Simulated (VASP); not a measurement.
## Li: relaxation of cell and atoms with PBEsol

Crystal: Li.

```
Li
1.0
    -1.53343    1.53343    1.53343
     1.53343   -1.53343    1.53343
     1.53343    1.53343   -1.53343
Li
1
Cartesian
  0.0000 0.0000 0.0000
```

* Program: VASP 6.6.1
* Task: relaxation of cell and atoms
* Functional: PBEsol
* Potentials or basis: VASP PAW PBE potentials, release 64 (Li_sv)
* Cutoff: 600 eV
* k mesh: 18 × 18 × 18
* Occupations: fermi-dirac, width 0.05 eV
* Spin: no spin polarisation
* Target pressure: 8 GPa
* Dipole correction: no
* Further INCAR settings: ALGO = Normal; EDIFF = 1e-06; IBRION = 2; EDIFFG = -0.005; NSW = 60; ISIF = 3

```yaml
Pressure_after_relaxing: 8.0 GPa
```

Final structure:
```
CELL_PARAMETERS angstrom
-1.53343 1.53343 1.53343
1.53343 -1.53343 1.53343
1.53343 1.53343 -1.53343
ATOMIC_POSITIONS crystal
Li 0.00000 0.00000 0.00000
```

Levels at points of the mesh, in eV from the Fermi level:
```csv
k point,band 1,band 2,band 3,band 4
"(0.00, 0.00, 0.00)",-45.40,-3.94,18.53,18.53
"(0.50, 0.00, 0.00)",-45.33,0.13,4.58,13.07
"(0.50, 0.50, 0.50)",-45.28,6.86,6.86,6.86
```

Run time: 3.9 s on 1 thread of Intel(R) Xeon(R) 6975P-C (Granite Rapids), with other jobs on the host, peak memory 0.13 GiB.

Caveat: the cutoff is under 1.25 times the usual one of these potentials, so pressure, stress and relaxed cells hold a basis-set (Pulay) error; the relaxation stopped at its first step, so nothing moved; the cell is relaxed towards a set pressure, so the enthalpy falls and the energy may rise; the PAW data sets were made with another functional, which shifts forces and pressure a little.
